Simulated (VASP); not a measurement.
# MoS2 (P6_3/mmc) in VASP: a series of runs

The runs below take MoS2 through single point, with PBEsol.

Everything below comes from runs of VASP 6.6.1. Logs are shortened: lines on timing, memory, paths and dates and some standing lists are left out, and cuts for length are marked.

## 1. The cell of the first run

Symmetry: P6_3/mmc, No. 194, hexagonal system. Conventional cell: a = 3.079 Å, b = 3.079 Å, c = 12.699 Å, α = 90.00°, β = 90.00°, γ = 120.00°. Within 3.1 Å of Mo (site symmetry -6m2) lie 6 S at 2.38 Å and 6 Mo at 3.08 Å. S (site symmetry 3m) has 3 Mo at 2.38 Å and 7 S at 3.08 to 3.16 Å within 3.2 Å.

## 2. Single point, PBEsol (biaxial strain in the a-b plane: -2.0 %, then relaxed in part)

INCAR reads:

```
ALGO     = Normal         # electronic algorithm
EDIFF    = 1E-6           # SCF threshold, eV
ENCUT    = 520            # plane-wave cutoff, eV
GGA      = PS             # functional
ISIF     = 2              # what is computed and relaxed
ISMEAR   = 0              # smearing method
LASPH    = True           # aspherical terms in the spheres
LCHARG   = True           # write CHGCAR
LELF     = True           # ELF
LREAL    = False          # projectors in reciprocal space
LVHAR    = True         
LWAVE    = False          # write WAVECAR
NBANDS   = 35             # bands
NELM     = 60             # most SCF steps
PREC     = Accurate       # precision mode
SIGMA    = 0.02           # smearing width, eV
```

KPOINTS reads:

```
k-points
0
Gamma
  12 12 2
```

POSCAR reads:

```
MoS2
1.0
    3.0785606306      0.0000000000      0.0000000000
   -1.5392803153      2.6661117132      0.0000000000
    0.0000000000      0.0000000000     12.6987635490
Mo S
2 4
Direct
    0.6666666667      0.3333333333      0.2500000000
    0.3333333333      0.6666666667      0.7500000000
    0.6666666667      0.3333333333      0.6254539706
    0.3333333333      0.6666666667      0.3745460294
    0.6666666667      0.3333333333      0.8745460294
    0.3333333333      0.6666666667      0.1254539706
```

Potentials or basis: VASP PAW PBE potentials, release 64 (Mo_sv, S).

Run with:

```sh
> cat potpaw_PBE.64/Mo_sv/POTCAR potpaw_PBE.64/S/POTCAR > POTCAR
> mpirun -np 1 vasp_std > vasp.out
```

OUTCAR:

```text
EDIFF = 1E-6
   ENCUT = 520
   GGA = PS
   ISIF = 2
   ISMEAR = 0
   LASPH = True
   LREAL = False
   NELM = 60
   PREC = Accurate

 ion  position               nearest neighbor table
   1  0.667  0.333  0.250-   4 2.38   6 2.38   4 2.38   6 2.38   4 2.38   6 2.38
   2  0.333  0.667  0.750-   3 2.38   5 2.38   3 2.38   5 2.38   3 2.38   5 2.38
   3  0.667  0.333  0.625-   2 2.38   2 2.38   2 2.38
   4  0.333  0.667  0.375-   1 2.38   1 2.38   1 2.38
   5  0.667  0.333  0.875-   2 2.38   2 2.38   2 2.38
   6  0.333  0.667  0.125-   1 2.38   1 2.38   1 2.38

  LATTYP: Found a hexagonal cell.
 ALAT       =     3.0785606306
 C/A-ratio  =     4.1249028597

  Lattice vectors:

 A1 = (   3.0785606306,   0.0000000000,   0.0000000000)
 A2 = (  -1.5392803153,   2.6661117132,   0.0000000000)
 A3 = (   0.0000000000,   0.0000000000,  12.6987635490)

Analysis of symmetry for initial positions (statically):
=====================================================================
 Subroutine PRICEL returns:
 Original cell was already a primitive cell.

 Routine SETGRP: Setting up the symmetry group for a
 hexagonal supercell.

 Subroutine GETGRP returns: Found 24 space group operations
 (whereof 12 operations were pure point group operations)
 out of a pool of 24 trial point group operations.

The static configuration has the point symmetry D_3d.
 The point group associated with its full space group is D_6h.

Analysis of symmetry for dynamics (positions and initial velocities):
=====================================================================
 Subroutine PRICEL returns:
 Original cell was already a primitive cell.

 Routine SETGRP: Setting up the symmetry group for a
 hexagonal supercell.

 Subroutine GETGRP returns: Found 24 space group operations
 (whereof 12 operations were pure point group operations)
 out of a pool of 24 trial point group operations.

The dynamic configuration has the point symmetry D_3d.
 The point group associated with its full space group is D_6h.

 Subroutine INISYM returns: Found 24 space group operations
 (whereof 12 operations are pure point group operations),
 and found     1 'primitive' translations

----------------------------------------------------------------------------------------

                                     Primitive cell

  volume of cell :     104.2287

  direct lattice vectors                    reciprocal lattice vectors
     3.078560631  0.000000000  0.000000000     0.324827125  0.187539028  0.000000000
    -1.539280315  2.666111713  0.000000000     0.000000000  0.375078057  0.000000000
     0.000000000  0.000000000 12.698763549     0.000000000  0.000000000  0.078747824

  length of vectors
     3.078560631  3.078560631 12.698763549     0.375078057  0.375078057  0.078747824

  position of ions in fractional coordinates (direct lattice)
     0.666666667  0.333333333  0.250000000
     0.333333333  0.666666667  0.750000000
     0.666666667  0.333333333  0.625453971
     0.333333333  0.666666667  0.374546029
     0.666666667  0.333333333  0.874546029
     0.333333333  0.666666667  0.125453971

  ion indices of the primitive-cell ions
   primitive index   ion index
                 1           1
                 2           2
                 3           3
                 4           4
                 5           5
                 6           6

----------------------------------------------------------------------------------------

 KPOINTS: k-points

Automatic generation of k-mesh.
 Grid dimensions read from file:
 generate k-points for:   12   12    2

 Generating k-lattice:

  Cartesian coordinates                     Fractional coordinates (reciprocal lattice)
     0.027068927  0.015628252  0.000000000     0.083333333 -0.000000000  0.000000000
     0.000000000  0.031256505  0.000000000     0.000000000  0.083333333  0.000000000
     0.000000000  0.000000000  0.039373912     0.000000000  0.000000000  0.500000000

  Length of vectors
     0.031256505  0.031256505  0.039373912

  Shift w.r.t. Gamma in fractional coordinates (k-lattice)
     0.000000000  0.000000000  0.000000000

 Subroutine IBZKPT returns following result:
 ===========================================

 Found     38 irreducible k-points:

 Following reciprocal coordinates:
            Coordinates               Weight
  0.000000  0.000000  0.000000      1.000000
  0.083333  0.000000  0.000000      6.000000
  0.166667 -0.000000  0.000000      6.000000
  0.250000 -0.000000  0.000000      6.000000
  0.333333  0.000000  0.000000      6.000000
  0.416667  0.000000  0.000000      6.000000
[... 16 lines left out ...]
  0.250000 -0.000000  0.500000      6.000000
  0.333333  0.000000  0.500000      6.000000
 [... further k-points ...]
   k-points           NKPTS =     38   k-points in BZ     NKDIM =     38   number of bands    NBANDS=     35
   number of dos      NEDOS =    301   number of ions     NIONS =      6
   total plane-waves  NPLWV =  55296
   dimension x,y,z NGX =    24 NGY =   24 NGZ =   96
   dimension x,y,z NGXF=    48 NGYF=   48 NGZF=  192
   ions per type =               2   4
   NGX,Y,Z   is equivalent  to a cutoff of  12.96, 12.96, 12.57 a.u.
   NGXF,Y,Z  is equivalent  to a cutoff of  25.92, 25.92, 25.14 a.u.
 SYSTEM =  unknown system
   PREC   = accura    normal or accurate (medium, high low for compatibility)
   ISTART =      0    job   : 0-new  1-cont  2-samecut
   ICHARG =      2    charge: 1-file 2-atom 10-const
   ISPIN  =      1    spin polarized calculation?
   LNONCOLLINEAR =      F non collinear calculations
   LSORBIT =      F    spin-orbit coupling
   LASPH  =      T    aspherical Exc in radial PAW
   ENCUT  =  520.0 eV  38.22 Ry    6.18 a.u.   5.72  5.72 23.61*2*pi/ulx,y,z
   NELM   =     60;   NELMIN=  2; NELMDL= -5     # of ELM steps
   EDIFF  = 0.1E-05   stopping-criterion for ELM
   LREAL  =      F    real-space projection
   EDIFFG = 0.1E-04   stopping-criterion for IOM
   NSW    =      0    number of steps for IOM
   IBRION =     -1    ionic relax: 0-MD 1-quasi-New 2-CG
   NFREE  =      0    steps in history (QN), initial steepest desc. (CG)
   ISIF   =      2    stress and relaxation
   ISYM   =      2    0-nonsym 1-usesym 2-fastsym
   POTIM  = 0.5000    time-step for ionic-motion
   TEBEG  =    0.0;   TEEND  =   0.0 temperature during run
   PSTRESS=    0.0 pullay stress
   NELECT =      52.0000    total number of electrons
   NUPDOWN=      -1.0000    fix difference up-down
   EMIN   =  10.00;   EMAX   =-10.00  energy-range for DOS
   EFERMI =   0.00;   METHOD = LEGACY
   ISMEAR =     0;   SIGMA  =   0.02  broadening in eV -4-tet -1-fermi 0-gaus
   EFERMI_NEDOS =   21; number of points for ismear=-14 and -15
   IALGO  =     38    algorithm
   IMIX   =      4    mixing-type and parameters
     AMIX     =   0.40;   BMIX     =  1.00
     AMIX_MAG =   1.60;   BMIX_MAG =  1.00
  volume/ion in A,a.u.               =      17.37       117.23
  Fermi-wavevector in a.u.,A,eV,Ry     =   1.298415  2.453648 22.937803  1.685881
  Thomas-Fermi vector in A             =   2.429745
   LORBIT       =      0    0 simple, 1 ext, 2 COOP (PROOUT), +10 PAW based schemes
   GGA     = PS    functional components
   LHFCALC =     F    Hartree Fock is set to
   AEXX    =    0.0000 exact exchange contribution
   IVDW    =     0    specifies the selected vdW correction
   LEPSILON=     F    determine dielectric tensor
   LRPA    =     F    only Hartree local field effects (RPA)
 non-spin polarized calculation
 Gauss-broadening in eV      SIGMA  =   0.02
  energy-cutoff  :      520.00
  volume of cell :      104.23
 maximum number of plane-waves:      2821
 NGX is ok and might be reduce to    24
   NGX = 11   NGY = 11   NGZ = 47

 number of electron      52.0000008 magnetization

 Free energy of the ion-electron system (eV)
  ---------------------------------------------------
  ext. energy  EPLUGINS =         0.00000000
  ---------------------------------------------------
  free energy    TOTEN  =       -46.82690644 eV

  energy without entropy =      -46.82690644  energy(sigma->0) =      -46.82690644

 E-fermi :   7.6291     XC(G=0): -11.0797

 val. band max:        7.4271473568   @ k =   0.0000   0.0000   0.0000
 cond. band min:       8.5260394348   @ k =   0.1667   0.1667   0.0000
 fundamental gap:      1.0988920780
 Fermi energy:         7.6290589330

 k-point     1 :       0.0000    0.0000    0.0000
  band No.  band energies     occupation
      1     -53.5804      2.00000
      2     -53.5804      2.00000
      3     -27.8380      2.00000
      4     -27.8379      2.00000
      5     -27.4857      2.00000
      6     -27.4857      2.00000
[... 27 lines left out ...]
     34      10.3888      0.00000
     35      13.7699      0.00000

 k-point     2 :       0.0833    0.0000    0.0000
  band No.  band energies     occupation
      1     -53.5764      2.00000
      2     -53.5764      2.00000
      3     -27.8308      2.00000
      4     -27.8307      2.00000
      5     -27.5220      2.00000
      6     -27.5220      2.00000
[... 27 lines left out ...]
     34      10.3357      0.00000
     35      14.2830      0.00000

 k-point     3 :       0.1667   -0.0000    0.0000
  band No.  band energies     occupation
      1     -53.5658      2.00000
      2     -53.5657      2.00000
      3     -27.8110      2.00000
      4     -27.8109      2.00000
      5     -27.6202      2.00000
      6     -27.6202      2.00000
[... 27 lines left out ...]
     34      10.7951      0.00000
     35      15.1326      0.00000
[... 723 lines left out ...]
 k-point    23 :       0.2500   -0.0000    0.5000
  band No.  band energies     occupation
      1     -53.5511      2.00000
      2     -53.5511      2.00000
      3     -27.7838      2.00000
      4     -27.7838      2.00000
      5     -27.7522      2.00000
      6     -27.7522      2.00000
[... 27 lines left out ...]
     34      11.1624      0.00000
     35      15.1394      0.00000

 k-point    24 :       0.3333    0.0000    0.5000
  band No.  band energies     occupation
      1     -53.5364      2.00000
      2     -53.5364      2.00000
      3     -27.8816      2.00000
      4     -27.8816      2.00000
      5     -27.7566      2.00000
      6     -27.7566      2.00000
[... 27 lines left out ...]
     34      11.4391      0.00000
     35      14.4787      0.00000

 [... further k-points ...]

------------------------ aborting loop because EDIFF is reached ----------------------------------------

  FORCE on cell =-STRESS in cart. coord.  units (eV):
  Direction    XX          YY          ZZ          XY          YZ          ZX
  --------------------------------------------------------------------------------------
  -------------------------------------------------------------------------------------
  Total        3.8457452      3.8457452     -0.0526520      0.0000000      0.0000000      0.0000000
  in kB       59.1158034     59.1158034     -0.8093532      0.0000000      0.0000000      0.0000000
  external PRESSURE =      39.1407512 kB  Pullay stress =       0.0000000 kB

 VOLUME and BASIS-vectors are now :
 -----------------------------------------------------------------------------
  energy-cutoff  :      520.00
  volume of cell :      104.23
      direct lattice vectors                 reciprocal lattice vectors
     3.078560631  0.000000000  0.000000000     0.324827125  0.187539028  0.000000000
    -1.539280315  2.666111713  0.000000000     0.000000000  0.375078057  0.000000000
     0.000000000  0.000000000 12.698763549     0.000000000  0.000000000  0.078747824

 POSITION                                       TOTAL-FORCE (eV/Angst)
 -----------------------------------------------------------------------------------
      1.53928      0.88870      3.17469        -0.000000      0.000000      0.000000
     -0.00000      1.77741      9.52407        -0.000000     -0.000000      0.000000
      1.53928      0.88870      7.94249        -0.000000      0.000000     -0.000958
     -0.00000      1.77741      4.75627         0.000000     -0.000000      0.000958
      1.53928      0.88870     11.10565         0.000000     -0.000000      0.000958
     -0.00000      1.77741      1.59311        -0.000000      0.000000     -0.000958
 -----------------------------------------------------------------------------------
    total drift:                               -0.000000      0.000000     -0.000000

  FREE ENERGIE OF THE ION-ELECTRON SYSTEM (eV)
  ---------------------------------------------------
  free  energy   TOTEN  =       -46.8269064446 eV

  energy  without entropy=      -46.8269064446  energy(sigma->0) =      -46.82690644
```

It took 3.8 min on 1 thread of Intel Xeon 8259CL, shared host; peak memory 0.28 GiB.

What came out:

```
Free energy            : -46.8269 eV
Pressure               : 3.9 GPa
Band gap on the k mesh : 1.10 eV (least direct gap 2.00 eV)
```

Levels at points of the mesh, in eV from the valence-band top:
```
           k point  band 24  band 25  band 26  band 27  band 28  band 29
(0.00, 0.00, 0.00)    -1.35    -1.20     0.00     2.68     2.68     2.70
(0.50, 0.00, 0.00)    -1.12    -1.08    -1.01     2.29     2.32     2.54
(0.00, 0.00, 0.50)    -1.65    -0.32    -0.32     2.68     2.68     2.68
(0.50, 0.00, 0.50)    -1.10    -1.08    -1.08     2.30     2.30     2.71
```

Caveat: the cell differs from its parent crystal (biaxial strain in the a-b plane: -2.0 %, then relaxed in part); the cell stands under pressure; the PAW data sets were made with another functional, which shifts forces and pressure a little; this functional lacks dispersion, which binds the layers, so the pressure and a relaxed spacing across them are unreliable. A k mesh can miss the band edges.

[end of part 1 of 2]
